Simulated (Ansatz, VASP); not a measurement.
## TiSi in VASP and in Ansatz

```
Ti Si
1.0
     1.87066   -2.18115    0.00000
     1.87066    2.18115    0.00000
     0.00000    0.00000    3.68982
Ti Si
1 1
Direct
  0.50000 0.50000 0.00000
  0.00000 0.00000 0.50000
```

Change from the starting cell: strain +0.030 along x and y, -0.030 along z, atoms carried along.

Alike in both runs: task single point; functional PBEsol; k mesh 18 × 18 × 12; occupations gaussian, width 0.15 eV; no spin polarisation.

```csv
,VASP,Ansatz
version,VASP 6.6.1,Ansatz 0.2.0
potentials or method,"VASP PAW PBE potentials, release 64 (Ti_sv, Si), cutoff 520 eV","scalar-relativistic, plane waves, PAW"
valence electrons in the cell,16,16
```

```csv
,VASP,Ansatz,Ansatz less VASP
gap on the k mesh at the Fermi level (eV),none,none,-
pressure (GPa),-6.5,-6.6,-0.07
"traceless stress, the component that is largest in VASP (GPa)",3.79,3.74,-0.045
```

VASP's potentials were made for PBE, not for PBEsol. A gap of «none» marks a metal or a gap that the smearing closes. With one functional, cell and mesh, what is left measures potentials, basis and numerics.
